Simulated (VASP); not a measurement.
# BP (F-43m) in VASP: further runs

BP is run at these levels: LDA; tasks: vibrations by perturbation theory.

Everything below comes from runs of VASP 6.6.1. Logs are shortened: lines on timing, memory, paths and dates and some standing lists are left out, and cuts for length are marked.

## (1) The cell of the first run

It takes space group F-43m (No. 216, cubic). Conventional cell: a = 4.458 Å, b = 4.458 Å, c = 4.458 Å, α = 90.00°, β = 90.00°, γ = 90.00°. Within 2.6 Å of B (site symmetry -43m) lie 4 P at 1.93 Å. Within 2.6 Å of P (site symmetry -43m) lie 4 B at 1.93 Å.

## (2) Vibrations by perturbation theory, LDA

The input, INCAR:

```
SYSTEM = BP
ALGO = Normal
EDIFF = 1E-8
ENCUT = 520
GGA = CA
IBRION = 8
ISIF = 2
ISMEAR = 0
LASPH = .TRUE.
LCHARG = .FALSE.
LEPSILON = .TRUE.
LREAL = .FALSE.
LWAVE = .FALSE.
NBANDS = 11
NELM = 60
NSW = 1
PREC = Accurate
SIGMA = 0.01
```

The input, KPOINTS:

```
k-points
0
G
  10 10 10
  0 0 0
```

The input, POSCAR:

```
BP
1.0
    0.0000000000      2.2289403366      2.2289403366
    2.2289403366      0.0000000000      2.2289403366
    2.2289403366      2.2289403366      0.0000000000
B P
1 1
Direct
    0.0000000000      0.0000000000      0.0000000000
    0.7500000000      0.7500000000      0.7500000000
```

Potentials or basis: VASP PAW LDA potentials, release 64 (B, P).

Command:

```sh
$ cat potpaw_LDA.64/B/POTCAR potpaw_LDA.64/P/POTCAR > POTCAR
$ mpirun -np 1 vasp_std > vasp.out
```

OUTCAR:

```text
SYSTEM = BP
   EDIFF = 1E-8
   ENCUT = 520
   GGA = CA
   IBRION = 8
   ISIF = 2
   ISMEAR = 0
   LASPH = .TRUE.
   LEPSILON = .TRUE.
   LREAL = .FALSE.
   NELM = 60
   NSW = 1
   PREC = Accurate

 ion  position               nearest neighbor table
   1  0.000  0.000  0.000-   2 1.93   2 1.93   2 1.93   2 1.93
   2  0.750  0.750  0.750-   1 1.93   1 1.93   1 1.93   1 1.93

  LATTYP: Found a face centered cubic cell.
 ALAT       =     4.4578806732

  Lattice vectors:

 A1 = (   0.0000000000,   2.2289403366,   2.2289403366)
 A2 = (   2.2289403366,   0.0000000000,   2.2289403366)
 A3 = (   2.2289403366,   2.2289403366,   0.0000000000)

Analysis of symmetry for initial positions (statically):
=====================================================================
 Subroutine PRICEL returns:
 Original cell was already a primitive cell.

 Routine SETGRP: Setting up the symmetry group for a
 face centered cubic supercell.

 Subroutine GETGRP returns: Found 24 space group operations
 (whereof 24 operations were pure point group operations)
 out of a pool of 48 trial point group operations.

The static configuration has the point symmetry T_d .

Analysis of symmetry for dynamics (positions and initial velocities):
=====================================================================
 Subroutine PRICEL returns:
 Original cell was already a primitive cell.

 Routine SETGRP: Setting up the symmetry group for a
 face centered cubic supercell.

 Subroutine GETGRP returns: Found 24 space group operations
 (whereof 24 operations were pure point group operations)
 out of a pool of 48 trial point group operations.

The dynamic configuration has the point symmetry T_d .

 Subroutine INISYM returns: Found 24 space group operations
 (whereof 24 operations are pure point group operations),
 and found     1 'primitive' translations

----------------------------------------------------------------------------------------

                                     Primitive cell

  volume of cell :      22.1475

  direct lattice vectors                    reciprocal lattice vectors
     0.000000000  2.228940337  2.228940337    -0.224321841  0.224321841  0.224321841
     2.228940337  0.000000000  2.228940337     0.224321841 -0.224321841  0.224321841
     2.228940337  2.228940337  0.000000000     0.224321841  0.224321841 -0.224321841

  length of vectors
     3.152197654  3.152197654  3.152197654     0.388536826  0.388536826  0.388536826

  position of ions in fractional coordinates (direct lattice)
     0.000000000  0.000000000  0.000000000
     0.750000000  0.750000000  0.750000000

  ion indices of the primitive-cell ions
   primitive index   ion index
                 1           1
                 2           2

----------------------------------------------------------------------------------------

 KPOINTS: k-points

Automatic generation of k-mesh.
 Grid dimensions read from file:
 generate k-points for:   10   10   10

 Generating k-lattice:

  Cartesian coordinates                     Fractional coordinates (reciprocal lattice)
    -0.022432184  0.022432184  0.022432184     0.100000000  0.000000000  0.000000000
     0.022432184 -0.022432184  0.022432184     0.000000000  0.100000000  0.000000000
     0.022432184  0.022432184 -0.022432184     0.000000000  0.000000000  0.100000000

  Length of vectors
     0.038853683  0.038853683  0.038853683

  Shift w.r.t. Gamma in fractional coordinates (k-lattice)
     0.000000000  0.000000000  0.000000000

 Subroutine IBZKPT returns following result:
 ===========================================

 Found     47 irreducible k-points:

 Following reciprocal coordinates:
[... 441 lines left out ...]
  energy-cutoff  :      520.00
  volume of cell :       22.15
      direct lattice vectors                 reciprocal lattice vectors
     0.000000000  2.228940337  2.228940337    -0.224321841  0.224321841  0.224321841
     2.228940337  0.000000000  2.228940337     0.224321841 -0.224321841  0.224321841
     2.228940337  2.228940337  0.000000000     0.224321841  0.224321841 -0.224321841

 POSITION                                       TOTAL-FORCE (eV/Angst)
 -----------------------------------------------------------------------------------
      0.00000      0.00000      0.00000         0.000000      0.000000      0.000000
      3.34341      3.34341      3.34341        -0.000000     -0.000000     -0.000000
 -----------------------------------------------------------------------------------
    total drift:                                0.000000      0.000000     -0.000000

  FREE ENERGIE OF THE ION-ELECTRON SYSTEM (eV)
  ---------------------------------------------------
  free  energy   TOTEN  =       -14.3935106556 eV

  energy  without entropy=      -14.3935106556  energy(sigma->0) =      -14.39351066

 HEAD OF MICROSCOPIC STATIC DIELECTRIC TENSOR (INDEPENDENT PARTICLE, excluding Hartree and local field effects)
 ------------------------------------------------------
           9.713277     0.000000     0.000000
           0.000000     9.713277     0.000000
           0.000000     0.000000     9.713277
 ------------------------------------------------------

 Free energy of the ion-electron system (eV)
  ---------------------------------------------------
  ---------------------------------------------------
  free energy    TOTEN  =        -0.53368335 eV

  energy without entropy =       -0.53368335

------------------------ aborting loop because EDIFF is reached ----------------------------------------

--------------------------------------- Ionic step        2  -------------------------------------------

------------------------ aborting loop because EDIFF is reached ----------------------------------------

--------------------------------------- Ionic step        3  -------------------------------------------

------------------------ aborting loop because EDIFF is reached ----------------------------------------

 PIEZOELECTRIC TENSOR FIELD DIRECTION 3  (e Angst)
 -----------------------------------------------------------------------------
    -0.00061 -0.28334  0.00000           ( -0.00000 -0.07775  0.00000)
    -0.28334 -0.00061  0.00000           ( -0.07775 -0.00000  0.00000)
     0.00000  0.00000  0.00018           (  0.00000  0.00000 -0.00000)

 PIEZOELECTRIC TENSOR FIELD DIRECTION 3  (C/m^2)
 -----------------------------------------------------------------------------
    -0.00044 -0.20497  0.00000
    -0.20497 -0.00044  0.00000
     0.00000  0.00000  0.00013

--------------------------------------- Ionic step        4  -------------------------------------------

------------------------ aborting loop because EDIFF is reached ----------------------------------------

[... ionic steps 5 to 6 ...]

--------------------------------------- Ionic step        7  -------------------------------------------

 Free energy of the ion-electron system (eV)
  ---------------------------------------------------
  ---------------------------------------------------
  free energy    TOTEN  =        -0.04113774 eV

  energy without entropy =       -0.04113774

------------------------ aborting loop because EDIFF is reached ----------------------------------------

 INTERNAL STRAIN TENSOR  FOR ION    2  DIRECTION 1   (eV/Angst):
 -----------------------------------------------------------------------------
    -0.00884  0.00000  0.00000
     0.00000  0.00725  8.52676
     0.00000  8.52676  0.00725

 MACROSCOPIC STATIC DIELECTRIC TENSOR (including local field effects in DFT)
 ------------------------------------------------------
           9.272878     0.000000    -0.000000
          -0.000000     9.272878    -0.000000
           0.000000     0.000000     9.272878
 ------------------------------------------------------

 PIEZOELECTRIC TENSOR (including local field effects)  for field in x, y, z        (e  Angst)
          XX          YY          ZZ          XY          YZ          ZX
  --------------------------------------------------------------------------------
  x    -0.00000     0.00000     0.00000     0.00000    -0.27927     0.00000
  y    -0.00000     0.00000    -0.00000     0.00000     0.00000    -0.27927
  z     0.00000    -0.00000    -0.00000    -0.27927     0.00000     0.00000

 PIEZOELECTRIC TENSOR (including local field effects)  for field in x, y, z        (C/m^2)
          XX          YY          ZZ          XY          YZ          ZX
  --------------------------------------------------------------------------------
  x    -0.00000     0.00000     0.00000     0.00000    -0.20203     0.00000
  y    -0.00000     0.00000    -0.00000     0.00000     0.00000    -0.20203
  z     0.00000    -0.00000    -0.00000    -0.20203     0.00000     0.00000

 BORN EFFECTIVE CHARGES (including local field effects) (in |e|, cummulative output)
 ---------------------------------------------------------------------------------
 ion    1
    1    -0.69231     0.00000     0.00000
    2    -0.00000    -0.69231    -0.00000
    3     0.00000    -0.00000    -0.69231
 ion    2
    1     0.69231    -0.00000    -0.00000
    2     0.00000     0.69231     0.00000
    3    -0.00000     0.00000     0.69231

 INTERNAL STRAIN TENSOR FOR ION    2 for displacements in x,y,z  (eV/Angst):
          X           Y           Z          XY          YZ          ZX
  --------------------------------------------------------------------------------
  x    -0.00000     0.00000     0.00000     0.00000     8.52676     0.00000
  y     0.00000     0.00000     0.00000     0.00000     0.00000     8.52676
  z     0.00000     0.00000    -0.00000     8.52676     0.00000     0.00000

 SECOND DERIVATIVES (NOT SYMMETRIZED)
 ------------------------------------
               1X          1Y          1Z          2X          2Y          2Z
  1X   -20.657296    0.000000    0.000000   20.657296    0.000000    0.000000
  1Y     0.000000  -20.657296    0.000000    0.000000   20.657296    0.000000
  1Z     0.000000    0.000000  -20.657296    0.000000    0.000000   20.657296
  2X    20.654770    0.000000    0.000000  -20.654770    0.000000    0.000000
  2Y     0.000000   20.654770    0.000000    0.000000  -20.654770    0.000000
  2Z     0.000000    0.000000   20.654770    0.000000    0.000000  -20.654770

 Eigenvectors and eigenvalues of the dynamical matrix
 ----------------------------------------------------

   1 f  =   25.099162 THz   157.702684 2PiTHz  837.217916 cm-1   103.801745 meV
             X         Y         Z           dx          dy          dz
      0.000000  0.000000  0.000000    -0.860984    0.000000    0.000000
      3.343411  3.343411  3.343411     0.508631    0.000000    0.000000
[... 21 lines left out ...]
   6 f/i=    0.000672 THz     0.004224 2PiTHz    0.022425 cm-1     0.002780 meV
             X         Y         Z           dx          dy          dz
      0.000000  0.000000  0.000000     0.000000    0.000000   -0.508631
      3.343411  3.343411  3.343411     0.000000    0.000000   -0.860984

--------------------------------------------------------------------------------------------------------

 MACROSCOPIC STATIC DIELECTRIC TENSOR IONIC CONTRIBUTION
 ------------------------------------------------------
           0.189582     0.000000    -0.000000
           0.000000     0.189582    -0.000000
          -0.000000    -0.000000     0.189582
 ------------------------------------------------------

 ELASTIC MODULI CONTR FROM IONIC RELAXATION (kBar)
 Direction    XX          YY          ZZ          XY          YZ          ZX
 --------------------------------------------------------------------------------
 XX          -0.0000     -0.0000     -0.0000      0.0000     -0.0000     -0.0000
 YY          -0.0000     -0.0000     -0.0000      0.0000      0.0000     -0.0000
 ZZ          -0.0000     -0.0000     -0.0000      0.0000      0.0000     -0.0000
 XY           0.0000      0.0000      0.0000   -268.7961      0.0000      0.0000
 YZ          -0.0000      0.0000      0.0000      0.0000   -268.7961      0.0000
 ZX          -0.0000     -0.0000     -0.0000      0.0000      0.0000   -268.7961
 --------------------------------------------------------------------------------

 PIEZOELECTRIC TENSOR IONIC CONTR  for field in x, y, z        (C/m^2)
          XX          YY          ZZ          XY          YZ          ZX
  --------------------------------------------------------------------------------
  x     0.00000    -0.00000    -0.00000    -0.00000     0.21241     0.00000
  y     0.00000     0.00000     0.00000    -0.00000     0.00000     0.21241
  z    -0.00000    -0.00000    -0.00000     0.21241    -0.00000    -0.00000
```

Wall time 3.6 min (1 thread of Intel Xeon 8259CL, shared host); peak memory 0.21 GiB.

What came out:

* Electronic dielectric tensor (diagonal): 9.27
* Born charges (mean of the diagonal): B -0.69; P +0.69 e
* Highest phonon frequency at Γ, LO-TO splitting left out: 837 cm⁻¹

Phonon frequencies in cm⁻¹ (negative: imaginary):
```csv
q point,frequencies
"(0.000, 0.000, 0.000)",0 0 0 837 837 837
```

Electronic dielectric tensor:
```
9.27 0.00 0.00
0.00 9.27 0.00
0.00 0.00 9.27
```

Born effective charge tensors (e):
atom 1, B
```
-0.69  0.00  0.00
 0.00 -0.69  0.00
 0.00  0.00 -0.69
```
atom 2, P
```
0.69 0.00 0.00
0.00 0.69 0.00
0.00 0.00 0.69
```

Caveat: the cell stands under pressure or tension, which shifts response properties.

## (3) Vibrations by perturbation theory, LDA

This run uses another cell than the first one, of 10.29 Å³/atom.

The input, INCAR:

```
PREC     = Accurate       # precision mode
ENCUT    = 520            # plane-wave cutoff, eV
EDIFF    = 1E-8           # SCF threshold, eV
ISMEAR   = 0              # smearing method
SIGMA    = 0.01           # smearing width, eV
LREAL    = F              # projectors in reciprocal space
LASPH    = T              # aspherical terms in the spheres
NELM     = 80             # most SCF steps
ALGO     = Normal         # electronic algorithm
ISIF     = 2              # what is computed and relaxed
LWAVE    = F              # write WAVECAR
LCHARG   = T              # write CHGCAR
IBRION   = 8              # ionic algorithm
NSW      = 1              # ionic steps
LEPSILON = T              # dielectric tensor by DFPT
```

The input, KPOINTS:

```
regular mesh
0
Gamma
  12 12 12
```

The input, POSCAR:

```
BP
1.0
    0.0000000000      2.1750191101      2.1750191101
    2.1750191101      0.0000000000      2.1750191101
    2.1750191101      2.1750191101      0.0000000000
B P
1 1
Direct
    0.0000000000      0.0000000000      0.0000000000
    0.7500000000      0.7500000000      0.7500000000
```

Potentials or basis: VASP PAW LDA potentials, release 64 (B, P).

Command:

```sh
$ cat potpaw_LDA.64/B/POTCAR potpaw_LDA.64/P/POTCAR > POTCAR
$ mpirun -np 1 vasp_std > vasp.out
```

OUTCAR:

```text
PREC = Accurate
   ENCUT = 520
   EDIFF = 1E-8
   ISMEAR = 0
   LREAL = F
   LASPH = T
   NELM = 80
   ISIF = 2
   IBRION = 8
   NSW = 1
   LEPSILON = T

 ion  position               nearest neighbor table
   1  0.000  0.000  0.000-   2 1.88   2 1.88   2 1.88   2 1.88
   2  0.750  0.750  0.750-   1 1.88   1 1.88   1 1.88   1 1.88

  LATTYP: Found a face centered cubic cell.
 ALAT       =     4.3500382202
[... 591 lines left out ...]
      0.000000  0.000000  0.000000    -0.861005    0.000000    0.000000
      3.262529  3.262529  3.262529     0.508597    0.000000    0.000000
[... 21 lines left out ...]
   6 f/i=    0.001794 THz     0.011274 2PiTHz    0.059853 cm-1     0.007421 meV
             X         Y         Z           dx          dy          dz
      0.000000  0.000000  0.000000     0.000000    0.000000   -0.508597
      3.262529  3.262529  3.262529     0.000000    0.000000   -0.861005

--------------------------------------------------------------------------------------------------------

 MACROSCOPIC STATIC DIELECTRIC TENSOR IONIC CONTRIBUTION
 ------------------------------------------------------
           0.321749    -0.000000     0.000000
          -0.000000     0.321749    -0.000000
           0.000000    -0.000000     0.321749
 ------------------------------------------------------

 ELASTIC MODULI CONTR FROM IONIC RELAXATION (kBar)
 Direction    XX          YY          ZZ          XY          YZ          ZX
 --------------------------------------------------------------------------------
 XX          -0.0000      0.0000      0.0000      0.0000     -0.0000      0.0000
 YY           0.0000     -0.0000      0.0000      0.0000      0.0000     -0.0000
 ZZ           0.0000      0.0000     -0.0000     -0.0000      0.0000      0.0000
 XY           0.0000      0.0000     -0.0000   -504.5295      0.0000      0.0000
 YZ          -0.0000      0.0000      0.0000      0.0000   -504.5295      0.0000
 ZX           0.0000     -0.0000      0.0000      0.0000      0.0000   -504.5295
 --------------------------------------------------------------------------------

 PIEZOELECTRIC TENSOR IONIC CONTR  for field in x, y, z        (C/m^2)
          XX          YY          ZZ          XY          YZ          ZX
  --------------------------------------------------------------------------------
  x     0.00000    -0.00000    -0.00000    -0.00000     0.37912    -0.00000
  y    -0.00000     0.00000    -0.00000    -0.00000     0.00000     0.37912
  z    -0.00000    -0.00000     0.00000     0.37912     0.00000     0.00000
```

It took 2.7 min on 1 thread of Intel Xeon Platinum 8488C (Sapphire Rapids), shared host; peak memory 0.23 GiB.

Results:

- Electronic dielectric tensor (diagonal): 9.21
- Born charges (mean of the diagonal): B -0.93; P +0.93 e
- Highest phonon frequency at Γ, LO-TO splitting left out: 900 cm⁻¹

Phonon frequencies in cm⁻¹ (negative: imaginary):
| q point | frequencies |
| --- | --- |
| (0.000, 0.000, 0.000) | 0 0 0 900 900 900 |

Electronic dielectric tensor:
```
9.21 0.00 0.00
0.00 9.21 0.00
0.00 0.00 9.21
```

Born effective charge tensors (e):
atom 1, B
```
-0.93  0.00  0.00
 0.00 -0.93  0.00
 0.00  0.00 -0.93
```
atom 2, P
```
0.93 0.00 0.00
0.00 0.93 0.00
0.00 0.00 0.93
```

Caveat: the cell stands under pressure or tension, which shifts response properties.

(Part 1 of 2 ends here.)
